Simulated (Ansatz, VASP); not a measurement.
**MgB2 in VASP and in Ansatz**

```
Mg B
1.0
     3.03439    0.00000    0.00000
    -1.51719    2.62786    0.00000
     0.00000    0.00000    3.45974
Mg B
1 2
Direct
  0.00000 0.00000 0.00000
  0.33333 0.66667 0.50000
  0.66667 0.33333 0.50000
```

Alike in both runs: functional LDA; k mesh 15 × 15 × 12; occupations gaussian, width 0.1 eV; no spin polarisation.

Ansatz relaxed the structure, and its values are those at the end. VASP's run is a single point on that final structure, the one shown.

|  | VASP | Ansatz |
| --- | --- | --- |
| version | VASP 6.6.1 | Ansatz 0.2.0 |
| potentials or method | VASP PAW LDA potentials, release 64 (Mg, B), cutoff 600 eV | scalar-relativistic, plane waves, PAW |
| valence electrons in the cell | 8 | 16 |

|  | VASP | Ansatz | Ansatz less VASP |
| --- | --- | --- | --- |
| gap on the k mesh at the Fermi level (eV) | none | none | - |
| pressure (GPa) | -0.6 | 0.0 | +0.61 |

LDA's correlation is that of Perdew and Zunger in VASP and of Perdew and Wang (1992) in Ansatz. A gap of «none» marks a metal or a gap that the smearing closes. VASP's potentials hold 8 valence electrons a cell and Ansatz's 16, so a difference there can come from the potentials and not from the codes.
